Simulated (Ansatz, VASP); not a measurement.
# One calculation of BN, two programs

INCAR

```
SYSTEM = BN
ALGO = Normal ; EDIFF = 1E-6
ENCUT = 520 ; GGA = PE
ISIF = 2 ; ISMEAR = 0
LASPH = .True. ; LCHARG = .False.
LREAL = .False. ; LWAVE = .False.
NBANDS = 11 ; NELM = 60
PREC = Accurate ; SIGMA = 0.05
```

KPOINTS

```
k-points
0
Gamma
  12 12 12
  0 0 0
```

POSCAR

```
BN
1.0
    0.0000000000      1.8395919804      1.7104527944
    1.7104527944      0.0000000000      1.7104527944
    1.7104527944      1.8395919804      0.0000000000
B N
1 1
Direct
    0.0000000000      0.0000000000      0.0000000000
    0.7500000000      0.7500000000      0.7500000000
```

Input for Ansatz:

```yaml
crystal:
  lattice:
    - [0.0, 1.8395919804, 1.7104527944]
    - [1.7104527944, 0.0, 1.7104527944]
    - [1.7104527944, 1.8395919804, 0.0]
  atoms:
    - { symbol: B, position: [0.0, 0.0, 0.0] }
    - { symbol: "N", position: [0.75, 0.75, 0.75] }
basis:
  ecutwfc: 520.0
kpoints:
  mp_grid: { grid: [12, 12, 12] }
hamiltonian:
  xc: pbe
scf:
  occupations: { method: gaussian, width: 0.05 }
output:
  forces: true
  stress: true
  eigenvalues: true
```

Alike in both runs: task single point; functional PBE; k mesh 12 × 12 × 12; occupations gaussian, width 0.05 eV; no spin polarisation.

```csv
,VASP,Ansatz
version,VASP 6.6.1,Ansatz 0.2.0
potentials or method,"VASP PAW PBE potentials, release 64 (B, N), cutoff 520 eV","scalar-relativistic, plane waves, PAW"
valence electrons in the cell,8,8
```

VASP gave:

```
gap on the k mesh at the Fermi level (eV) : 3.84
least direct gap on the mesh (eV)         : 8.85
```

Question: What did Ansatz give for the same quantities?

Answer: gap on the k mesh at the Fermi level (eV): 3.85; least direct gap on the mesh (eV): 8.86.
